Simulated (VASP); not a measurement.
# NaI (Fm-3m) in VASP: single point with PBE

Aim: the single point of NaI with PBE.

All numbers are computed with VASP 6.6.1; they aren't measurements. Logs are shortened: lines on timing, memory, paths and dates and some standing lists are left out, and cuts for length are marked.

### 1 The cell of the first run

Symmetry: Fm-3m, No. 225, cubic system. The conventional cell has a = 6.437 Å, b = 6.437 Å, c = 6.437 Å, α = 90.00°, β = 90.00°, γ = 90.00°. Na (site symmetry m-3m) has 6 I at 3.22 Å within 4.2 Å. Within 4.2 Å of I (site symmetry m-3m) lie 6 Na at 3.22 Å.

### 2 Single point, PBE

File INCAR:

```
  PREC = Accurate
  ENCUT = 500
  EDIFF = 1E-6
  ISMEAR = 0
  SIGMA = 0.1
  LREAL = False
  LASPH = True
  NELM = 120
  ALGO = Normal
  ISIF = 2
  LWAVE = False
  LCHARG = True
  GGA = PE
  LELF = True
  LVHAR = True
  NBANDS = 14
  GGA_COMPAT = False
```

File KPOINTS:

```
Automatic mesh
0
Gamma
  6 6 6
```

File POSCAR:

```
NaI
1.0
    0.0000000000      3.2186567800      3.2186567800
    3.2186567800      0.0000000000      3.2186567800
    3.2186567800      3.2186567800      0.0000000000
Na I
1 1
Direct
    0.0000000000      0.0000000000      0.0000000000
    0.5000000000      0.5000000000      0.5000000000
```

Potentials or basis: VASP PAW PBE potentials, release 64 (Na_pv, I).

Run with:

```
$ cat potpaw_PBE.64/Na_pv/POTCAR potpaw_PBE.64/I/POTCAR > POTCAR
$ mpirun -np 1 vasp_std > vasp.out
```

OUTCAR:

```text
PREC = Accurate
   ENCUT = 500
   EDIFF = 1E-6
   ISMEAR = 0
   LREAL = False
   LASPH = True
   NELM = 120
   ISIF = 2
   GGA = PE

 ion  position               nearest neighbor table
   1  0.000  0.000  0.000-
   2  0.500  0.500  0.500-

  LATTYP: Found a face centered cubic cell.
 ALAT       =     6.4373135600

  Lattice vectors:

 A1 = (   0.0000000000,   3.2186567800,   3.2186567800)
 A2 = (   3.2186567800,   0.0000000000,   3.2186567800)
 A3 = (   3.2186567800,   3.2186567800,   0.0000000000)

Analysis of symmetry for initial positions (statically):
=====================================================================
 Subroutine PRICEL returns:
 Original cell was already a primitive cell.

 Routine SETGRP: Setting up the symmetry group for a
 face centered cubic supercell.

 Subroutine GETGRP returns: Found 48 space group operations
 (whereof 48 operations were pure point group operations)
 out of a pool of 48 trial point group operations.

The static configuration has the point symmetry O_h .

Analysis of symmetry for dynamics (positions and initial velocities):
=====================================================================
 Subroutine PRICEL returns:
 Original cell was already a primitive cell.

 Routine SETGRP: Setting up the symmetry group for a
 face centered cubic supercell.

 Subroutine GETGRP returns: Found 48 space group operations
 (whereof 48 operations were pure point group operations)
 out of a pool of 48 trial point group operations.

The dynamic configuration has the point symmetry O_h .

 Subroutine INISYM returns: Found 48 space group operations
 (whereof 48 operations are pure point group operations),
 and found     1 'primitive' translations

----------------------------------------------------------------------------------------

                                     Primitive cell

  volume of cell :      66.6890

  direct lattice vectors                    reciprocal lattice vectors
     0.000000000  3.218656780  3.218656780    -0.155344305  0.155344305  0.155344305
     3.218656780  0.000000000  3.218656780     0.155344305 -0.155344305  0.155344305
     3.218656780  3.218656780  0.000000000     0.155344305  0.155344305 -0.155344305

  length of vectors
     4.551868071  4.551868071  4.551868071     0.269064229  0.269064229  0.269064229

  position of ions in fractional coordinates (direct lattice)
     0.000000000  0.000000000  0.000000000
     0.500000000  0.500000000  0.500000000

  ion indices of the primitive-cell ions
   primitive index   ion index
                 1           1
                 2           2

----------------------------------------------------------------------------------------

 KPOINTS: Automatic mesh

Automatic generation of k-mesh.
 Grid dimensions read from file:
 generate k-points for:    6    6    6

 Generating k-lattice:

  Cartesian coordinates                     Fractional coordinates (reciprocal lattice)
    -0.025890717  0.025890717  0.025890717     0.166666667  0.000000000  0.000000000
     0.025890717 -0.025890717  0.025890717     0.000000000  0.166666667  0.000000000
     0.025890717  0.025890717 -0.025890717     0.000000000  0.000000000  0.166666667

  Length of vectors
     0.044844038  0.044844038  0.044844038

  Shift w.r.t. Gamma in fractional coordinates (k-lattice)
     0.000000000  0.000000000  0.000000000

 Subroutine IBZKPT returns following result:
 ===========================================

 Found     16 irreducible k-points:

 Following reciprocal coordinates:
            Coordinates               Weight
  0.000000  0.000000  0.000000      1.000000
  0.166667  0.000000  0.000000      8.000000
  0.333333  0.000000  0.000000      8.000000
  0.500000  0.000000  0.000000      4.000000
  0.166667  0.166667  0.000000      6.000000
  0.333333  0.166667  0.000000     24.000000
[... 8 lines left out ...]
 -0.333333  0.333333  0.166667     24.000000
 -0.333333  0.500000  0.166667     12.000000
   k-points           NKPTS =     16   k-points in BZ     NKDIM =     16   number of bands    NBANDS=     14
   number of dos      NEDOS =    301   number of ions     NIONS =      2
   total plane-waves  NPLWV =  46656
   dimension x,y,z NGX =    36 NGY =   36 NGZ =   36
   dimension x,y,z NGXF=    72 NGYF=   72 NGZF=   72
   ions per type =               1   1
   NGX,Y,Z   is equivalent  to a cutoff of  13.15, 13.15, 13.15 a.u.
   NGXF,Y,Z  is equivalent  to a cutoff of  26.30, 26.30, 26.30 a.u.
 SYSTEM =  unknown system
   PREC   = accura    normal or accurate (medium, high low for compatibility)
   ISTART =      0    job   : 0-new  1-cont  2-samecut
   ICHARG =      2    charge: 1-file 2-atom 10-const
   ISPIN  =      1    spin polarized calculation?
   LNONCOLLINEAR =      F non collinear calculations
   LSORBIT =      F    spin-orbit coupling
   LASPH  =      T    aspherical Exc in radial PAW
   ENCUT  =  500.0 eV  36.75 Ry    6.06 a.u.   8.30  8.30  8.30*2*pi/ulx,y,z
   NELM   =    120;   NELMIN=  2; NELMDL= -5     # of ELM steps
   EDIFF  = 0.1E-05   stopping-criterion for ELM
   LREAL  =      F    real-space projection
   EDIFFG = 0.1E-04   stopping-criterion for IOM
   NSW    =      0    number of steps for IOM
   IBRION =     -1    ionic relax: 0-MD 1-quasi-New 2-CG
   NFREE  =      0    steps in history (QN), initial steepest desc. (CG)
   ISIF   =      2    stress and relaxation
   ISYM   =      2    0-nonsym 1-usesym 2-fastsym
   POTIM  = 0.5000    time-step for ionic-motion
   TEBEG  =    0.0;   TEEND  =   0.0 temperature during run
   PSTRESS=    0.0 pullay stress
   NELECT =      14.0000    total number of electrons
   NUPDOWN=      -1.0000    fix difference up-down
   EMIN   =  10.00;   EMAX   =-10.00  energy-range for DOS
   EFERMI =   0.00;   METHOD = LEGACY
   ISMEAR =     0;   SIGMA  =   0.10  broadening in eV -4-tet -1-fermi 0-gaus
   EFERMI_NEDOS =   21; number of points for ismear=-14 and -15
   IALGO  =     38    algorithm
   IMIX   =      4    mixing-type and parameters
     AMIX     =   0.40;   BMIX     =  1.00
     AMIX_MAG =   1.60;   BMIX_MAG =  1.00
  volume/ion in A,a.u.               =      33.34       225.02
  Fermi-wavevector in a.u.,A,eV,Ry     =   0.972970  1.838647 12.880239  0.946671
  Thomas-Fermi vector in A             =   2.103312
   LORBIT       =      0    0 simple, 1 ext, 2 COOP (PROOUT), +10 PAW based schemes
   GGA     = PE    functional components
   LHFCALC =     F    Hartree Fock is set to
   AEXX    =    0.0000 exact exchange contribution
   IVDW    =     0    specifies the selected vdW correction
   LEPSILON=     F    determine dielectric tensor
   LRPA    =     F    only Hartree local field effects (RPA)
 non-spin polarized calculation
 Gauss-broadening in eV      SIGMA  =   0.10
  energy-cutoff  :      500.00
  volume of cell :       66.69
 maximum number of plane-waves:      1711
 NGX is ok and might be reduce to    36
   NGX = 17   NGY = 17   NGZ = 17

 number of electron      13.9999996 magnetization

 Free energy of the ion-electron system (eV)
  ---------------------------------------------------
  ext. energy  EPLUGINS =         0.00000000
  ---------------------------------------------------
  free energy    TOTEN  =        -5.38083456 eV

  energy without entropy =       -5.38083456  energy(sigma->0) =       -5.38083456

 E-fermi :   1.4393     XC(G=0):  -7.7715

 val. band max:        0.9224088082   @ k =   0.0000   0.0000   0.0000
 cond. band min:       4.6072794482   @ k =   0.0000   0.0000   0.0000
 fundamental gap:      3.6848706400
 Fermi energy:         1.4392719146

 k-point     1 :       0.0000    0.0000    0.0000
  band No.  band energies     occupation
      1     -21.4984      2.00000
      2     -21.4984      2.00000
      3     -21.4984      2.00000
      4     -10.1382      2.00000
      5       0.9224      2.00000
      6       0.9224      2.00000
      7       0.9224      2.00000
      8       4.6073      0.00000
      9       8.8519      0.00000
     10       8.8519      0.00000
     11       8.8519      0.00000
     12      10.6975      0.00000
     13      10.6975      0.00000
     14      11.3685      0.00000

 k-point     2 :       0.1667    0.0000    0.0000
  band No.  band energies     occupation
      1     -21.4999      2.00000
      2     -21.4985      2.00000
      3     -21.4985      2.00000
      4     -10.0606      2.00000
      5       0.1693      2.00000
      6       0.8444      2.00000
      7       0.8444      2.00000
      8       5.4273      0.00000
      9       8.3762      0.00000
     10       9.0487      0.00000
     11       9.0487      0.00000
     12      10.1895      0.00000
     13      10.1895      0.00000
     14      11.7889      0.00000

 k-point     3 :       0.3333    0.0000    0.0000
  band No.  band energies     occupation
      1     -21.5027      2.00000
      2     -21.4987      2.00000
      3     -21.4987      2.00000
      4      -9.8959      2.00000
      5      -0.8869      2.00000
      6       0.6990      2.00000
      7       0.6990      2.00000
      8       6.0445      0.00000
      9       8.6373      0.00000
     10       8.6373      0.00000
     11       8.9970      0.00000
     12      11.1095      0.00000
     13      11.2379      0.00000
     14      11.2379      0.00000
[... 188 lines left out ...]
 k-point    15 :      -0.3333    0.3333    0.1667
  band No.  band energies     occupation
      1     -21.5025      2.00000
      2     -21.5008      2.00000
      3     -21.4996      2.00000
      4      -9.7415      2.00000
      5      -0.8434      2.00000
      6      -0.2838      2.00000
      7       0.2560      2.00000
      8       6.9715      0.00000
      9       7.5883      0.00000
     10       8.8326      0.00000
     11       9.4673      0.00000
     12      11.4050      0.00000
     13      12.7687      0.00000
     14      13.9298      0.00000

 k-point    16 :      -0.3333    0.5000    0.1667
  band No.  band energies     occupation
      1     -21.5021      2.00000
      2     -21.5008      2.00000
      3     -21.5003      2.00000
      4      -9.7209      2.00000
      5      -0.7941      2.00000
      6      -0.2150      2.00000
      7       0.0081      2.00000
      8       6.3059      0.00000
      9       7.4161      0.00000
     10       9.5386      0.00000
     11       9.5980      0.00000
     12      12.6297      0.00000
     13      13.4616      0.00000
     14      13.6452      0.00000

------------------------ aborting loop because EDIFF is reached ----------------------------------------

  FORCE on cell =-STRESS in cart. coord.  units (eV):
  Direction    XX          YY          ZZ          XY          YZ          ZX
  --------------------------------------------------------------------------------------
  -------------------------------------------------------------------------------------
  Total        0.3041008      0.3041008      0.3041008      0.0000000      0.0000000      0.0000000
  in kB        7.3059082      7.3059082      7.3059082      0.0000000      0.0000000      0.0000000
  external PRESSURE =       7.3059082 kB  Pullay stress =       0.0000000 kB

 VOLUME and BASIS-vectors are now :
 -----------------------------------------------------------------------------
  energy-cutoff  :      500.00
  volume of cell :       66.69
      direct lattice vectors                 reciprocal lattice vectors
     0.000000000  3.218656780  3.218656780    -0.155344305  0.155344305  0.155344305
     3.218656780  0.000000000  3.218656780     0.155344305 -0.155344305  0.155344305
     3.218656780  3.218656780  0.000000000     0.155344305  0.155344305 -0.155344305

 POSITION                                       TOTAL-FORCE (eV/Angst)
 -----------------------------------------------------------------------------------
      0.00000      0.00000      0.00000        -0.000000     -0.000000      0.000000
      3.21866      3.21866      3.21866         0.000000      0.000000     -0.000000
 -----------------------------------------------------------------------------------
    total drift:                                0.000000      0.000000      0.000000

  FREE ENERGIE OF THE ION-ELECTRON SYSTEM (eV)
  ---------------------------------------------------
  free  energy   TOTEN  =        -5.3808345584 eV

  energy  without entropy=       -5.3808345584  energy(sigma->0) =       -5.38083456
```

Wall time 32 s (1 thread of Intel Xeon 8259CL, shared host); peak memory 0.21 GiB.

What came out:

```yaml
Free_energy: -5.3808 eV
Pressure: 0.7 GPa
Band_gap_on_the_k_mesh: 3.68 eV
```

Caveat: spin-orbit coupling is left out, which moves the levels of the heavy elements.
